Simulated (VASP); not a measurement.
# MgB2 in VASP: notebook, part 2 of 3

VASP 6.6.1. The steps go on from the part before.

## (3) Single point, PBE

This run uses another cell than the first one: it holds 12 atoms, not 3.

INCAR reads:

```
PREC = Accurate
ENCUT = 520
EDIFF = 1E-6
ISMEAR = 0
SIGMA = 0.1
LREAL = F
LASPH = T
NELM = 100
ALGO = Normal
ISIF = 2
LWAVE = F
LCHARG = F
GGA = PE
NBANDS = 28
```

KPOINTS reads:

```
regular mesh
0
Gamma
  8 8 6
```

POSCAR reads:

```
MgB2
1.0
   -1.5369999652      2.6621620311     -3.5198272329
   -1.5369999652      2.6621620311      3.5198272329
    4.6186195564      2.6665612442      0.0000000000
Mg B
4 8
Direct
    0.2500000000      0.2500000000      0.5000000000
    0.7500000000      0.7500000000      0.5000000000
    0.5000000000      0.5000000000      0.0000000000
    0.0000000000      0.0000000000      0.0000000000
    0.7500000000      0.2500000000      0.3334702978
    0.2500000000      0.7500000000      0.3334702978
    0.0000000000      0.5000000000      0.8334702978
    0.5000000000      1.0000000000      0.8334702978
    0.0000000000      0.5000000000      0.1665297022
    0.5000000000      1.0000000000      0.1665297022
    0.2500000000      0.7500000000      0.6665297022
    0.7500000000      0.2500000000      0.6665297022
```

Potentials or basis: VASP PAW PBE potentials, release 64 (Mg, B).

The run is started by

```
$ cat potpaw_PBE.64/Mg/POTCAR potpaw_PBE.64/B/POTCAR > POTCAR
$ mpirun -np 1 vasp_std > vasp.out
```

OUTCAR:

```text
PREC = Accurate
   ENCUT = 520
   EDIFF = 1E-6
   ISMEAR = 0
   LREAL = F
   LASPH = T
   NELM = 100
   ISIF = 2
   GGA = PE

 ion  position               nearest neighbor table
   1  0.250  0.250  0.500-   5 2.50   6 2.50  11 2.50  12 2.50   6 2.50  11 2.50   5 2.50  12 2.50
                             9 2.50  10 2.50   7 2.50   8 2.50   2 3.07   2 3.07   3 3.08   4 3.08
   2  0.750  0.750  0.500-   5 2.50   6 2.50  12 2.50  11 2.50   5 2.50  11 2.50   6 2.50  12 2.50
                             9 2.50  10 2.50   7 2.50   8 2.50   1 3.07   1 3.07   4 3.08   3 3.08
   3  0.500  0.500  0.000-   7 2.50   8 2.50  10 2.50   9 2.50   8 2.50   9 2.50   7 2.50  10 2.50
                             5 2.50   6 2.50  11 2.50  12 2.50   4 3.07   4 3.07   2 3.08   1 3.08
   4  0.000  0.000  0.000-   7 2.50   8 2.50   9 2.50  10 2.50   7 2.50   9 2.50   8 2.50  10 2.50
                             5 2.50   6 2.50  11 2.50  12 2.50   3 3.07   3 3.07   1 3.08   2 3.08
   5  0.750  0.250  0.333-   9 1.78  10 1.78  12 1.78   2 2.50   1 2.50   2 2.50   1 2.50   4 2.50
                             3 2.50
   6  0.250  0.750  0.333-  10 1.78   9 1.78  11 1.78   1 2.50   2 2.50   2 2.50   1 2.50   4 2.50
                             3 2.50
   7  0.000  0.500  0.833-  11 1.78  12 1.78   9 1.78   4 2.50   3 2.50   4 2.50   3 2.50   2 2.50
                             1 2.50
   8  0.500  0.000  0.833-  12 1.78  11 1.78  10 1.78   3 2.50   4 2.50   4 2.50   3 2.50   2 2.50
                             1 2.50
   9  0.000  0.500  0.167-   5 1.78   6 1.78   7 1.78   4 2.50   3 2.50   4 2.50   3 2.50   2 2.50
[... 15 lines left out ...]
 A1 = (  -1.5369999652,   2.6621620311,  -3.5198272329)
 A2 = (  -1.5369999652,   2.6621620311,   3.5198272329)
 A3 = (   4.6186195564,   2.6665612442,   0.0000000000)

Analysis of symmetry for initial positions (statically):
=====================================================================
 Subroutine PRICEL returns following result:

  LATTYP: Found a base centered orthorhombic cell.
 ALAT       =     3.0739999305
 B/A-ratio  =     1.7349130153
 C/A-ratio  =     1.1450316566

  Lattice vectors:

 A1 = (   1.5408097956,   2.6643616377,   0.0000000000)
 A2 = (  -3.0778097608,  -0.0021996066,   0.0000000000)
 A3 = (   0.0000000000,  -0.0000000000,   3.5198272329)

   4 primitive cells build up your supercell.

 Routine SETGRP: Setting up the symmetry group for a
 base centered orthorhombic supercell.

 Subroutine GETGRP returns: Found  8 space group operations
 (whereof  8 operations were pure point group operations)
 out of a pool of  8 trial point group operations.

The static configuration has the point symmetry D_2h.

Analysis of symmetry for dynamics (positions and initial velocities):
=====================================================================
 Subroutine PRICEL returns following result:

  LATTYP: Found a base centered orthorhombic cell.
 ALAT       =     3.0739999305
 B/A-ratio  =     1.7349130153
 C/A-ratio  =     1.1450316566

  Lattice vectors:

 A1 = (   1.5408097956,   2.6643616377,   0.0000000000)
 A2 = (  -3.0778097608,  -0.0021996066,   0.0000000000)
 A3 = (   0.0000000000,  -0.0000000000,   3.5198272329)

   4 primitive cells build up your supercell.

 Routine SETGRP: Setting up the symmetry group for a
[... 91 lines left out ...]
   number of dos      NEDOS =    301   number of ions     NIONS =     12
   total plane-waves  NPLWV =  51840
   dimension x,y,z NGX =    36 NGY =   36 NGZ =   40
   dimension x,y,z NGXF=    72 NGYF=   72 NGZF=   80
   ions per type =               4   8
   NGX,Y,Z   is equivalent  to a cutoff of  12.81, 12.81, 12.47 a.u.
   NGXF,Y,Z  is equivalent  to a cutoff of  25.61, 25.61, 24.94 a.u.
 SYSTEM =  unknown system
   PREC   = accura    normal or accurate (medium, high low for compatibility)
   ISTART =      0    job   : 0-new  1-cont  2-samecut
   ICHARG =      2    charge: 1-file 2-atom 10-const
   ISPIN  =      1    spin polarized calculation?
   LNONCOLLINEAR =      F non collinear calculations
   LSORBIT =      F    spin-orbit coupling
   LASPH  =      T    aspherical Exc in radial PAW
   ENCUT  =  520.0 eV  38.22 Ry    6.18 a.u.   8.69  8.69  9.92*2*pi/ulx,y,z
   NELM   =    100;   NELMIN=  2; NELMDL= -5     # of ELM steps
   EDIFF  = 0.1E-05   stopping-criterion for ELM
   LREAL  =      F    real-space projection
   EDIFFG = 0.1E-04   stopping-criterion for IOM
   NSW    =      0    number of steps for IOM
   IBRION =     -1    ionic relax: 0-MD 1-quasi-New 2-CG
   NFREE  =      0    steps in history (QN), initial steepest desc. (CG)
   ISIF   =      2    stress and relaxation
   ISYM   =      2    0-nonsym 1-usesym 2-fastsym
   POTIM  = 0.5000    time-step for ionic-motion
   TEBEG  =    0.0;   TEEND  =   0.0 temperature during run
   PSTRESS=    0.0 pullay stress
   NELECT =      32.0000    total number of electrons
   NUPDOWN=      -1.0000    fix difference up-down
   EMIN   =  10.00;   EMAX   =-10.00  energy-range for DOS
   EFERMI =   0.00;   METHOD = LEGACY
   ISMEAR =     0;   SIGMA  =   0.10  broadening in eV -4-tet -1-fermi 0-gaus
   EFERMI_NEDOS =   21; number of points for ismear=-14 and -15
   IALGO  =     38    algorithm
   IMIX   =      4    mixing-type and parameters
     AMIX     =   0.40;   BMIX     =  1.00
     AMIX_MAG =   1.60;   BMIX_MAG =  1.00
  volume/ion in A,a.u.               =       9.62        64.90
  Fermi-wavevector in a.u.,A,eV,Ry     =   1.067528  2.017335 15.505415  1.139616
  Thomas-Fermi vector in A             =   2.203147
   LORBIT       =      0    0 simple, 1 ext, 2 COOP (PROOUT), +10 PAW based schemes
   GGA     = PE    functional components
   LHFCALC =     F    Hartree Fock is set to
   AEXX    =    0.0000 exact exchange contribution
   IVDW    =     0    specifies the selected vdW correction
   LEPSILON=     F    determine dielectric tensor
   LRPA    =     F    only Hartree local field effects (RPA)
 non-spin polarized calculation
 Gauss-broadening in eV      SIGMA  =   0.10
  energy-cutoff  :      520.00
  volume of cell :      115.41
 maximum number of plane-waves:      3152
   NGX = 17   NGY = 17   NGZ = 19

 number of electron      32.0000001 magnetization

 Free energy of the ion-electron system (eV)
  ---------------------------------------------------
  ext. energy  EPLUGINS =         0.00000000
  ---------------------------------------------------
  free energy    TOTEN  =       -61.29178304 eV

  energy without entropy =      -61.27565873  energy(sigma->0) =      -61.28372089

 E-fermi :   5.2735     XC(G=0): -10.9365

 val. band max:        5.2702798462   @ k =   0.5000   0.2500   0.1667
 cond. band min:       5.2834009861   @ k =   0.5000   0.3750   0.1667
 fundamental gap:      0.0131211399
 Fermi energy:         5.2734931890

 k-point     1 :       0.0000    0.0000    0.0000
  band No.  band energies     occupation
      1      -7.1515      2.00000
      2      -3.2578      2.00000
      3      -2.9614      2.00000
      4      -2.9614      2.00000
      5      -2.5533      2.00000
      6       0.3928      2.00000
[... 733 lines left out ...]
     27      12.9627      0.00000
     28      13.2935      0.00000

 [... further k-points ...]

------------------------ aborting loop because EDIFF is reached ----------------------------------------

  FORCE on cell =-STRESS in cart. coord.  units (eV):
  Direction    XX          YY          ZZ          XY          YZ          ZX
  --------------------------------------------------------------------------------------
  -------------------------------------------------------------------------------------
  Total       -0.1715488     -0.0887543     -0.2845453     -0.0717021     -0.0000000     -0.0000000
  in kB       -2.3815596     -1.2321486     -3.9502563     -0.9954191     -0.0000000     -0.0000000
  external PRESSURE =      -2.5213215 kB  Pullay stress =       0.0000000 kB

 VOLUME and BASIS-vectors are now :
 -----------------------------------------------------------------------------
  energy-cutoff  :      520.00
  volume of cell :      115.41
      direct lattice vectors                 reciprocal lattice vectors
    -1.536999965  2.662162031 -3.519827233    -0.081327263  0.140862951 -0.142052427
    -1.536999965  2.662162031  3.519827233    -0.081327263  0.140862951  0.142052427
     4.618619556  2.666561244  0.000000000     0.162386183  0.093753706  0.000000000

 POSITION                                       TOTAL-FORCE (eV/Angst)
 -----------------------------------------------------------------------------------
      1.54081      2.66436      0.00000        -0.000000     -0.000000     -0.000000
      0.00381      5.32652      0.00000        -0.000000     -0.000000      0.000000
     -1.53700      2.66216      0.00000        -0.000000     -0.000000      0.000000
      0.00000      0.00000      0.00000        -0.000000     -0.000000      0.000000
      0.00317      3.55138     -1.75991         0.012713      0.007340     -0.000000
      0.00317      3.55138      1.75991         0.012713      0.007340     -0.000000
      3.08098      3.55358      1.75991         0.012713      0.007340     -0.000000
      3.08098      3.55358     -1.75991         0.012713      0.007340     -0.000000
      0.00064      1.77514      1.75991        -0.012713     -0.007340     -0.000000
      0.00064      1.77514     -1.75991        -0.012713     -0.007340     -0.000000
      1.54145      4.43950      1.75991        -0.012713     -0.007340     -0.000000
      1.54145      4.43950     -1.75991        -0.012713     -0.007340     -0.000000
 -----------------------------------------------------------------------------------
    total drift:                                0.000000     -0.000000      0.000000

  FREE ENERGIE OF THE ION-ELECTRON SYSTEM (eV)
  ---------------------------------------------------
  free  energy   TOTEN  =       -61.2917830365 eV

  energy  without entropy=      -61.2756587344  energy(sigma->0) =      -61.28372089
```

Run time: 94 s. Hardware: 1 thread of Intel Xeon 6975P-C (Granite Rapids), shared host; peak memory 0.35 GiB.

Results:

```
Free energy            : -61.2918 eV
Pressure               : -0.3 GPa
Largest force          : 0.015 eV/Å
Band gap on the k mesh : zero (bands 16 and 17 overlap by 1.92 eV)
```

Forces in eV/Å, atoms in the order of the input:
```
Mg   0.000  0.000  0.000
Mg   0.000  0.000  0.000
Mg   0.000  0.000  0.000
Mg   0.000  0.000  0.000
B    0.013  0.007  0.000
B    0.013  0.007  0.000
B    0.013  0.007  0.000
B    0.013  0.007  0.000
B   -0.013 -0.007  0.000
B   -0.013 -0.007  0.000
B   -0.013 -0.007  0.000
B   -0.013 -0.007  0.000
```

Stress tensor (GPa, compression positive):
```
-0.24 -0.10  0.00
-0.10 -0.12  0.00
 0.00  0.00 -0.40
```

[end of part 2 of 3]
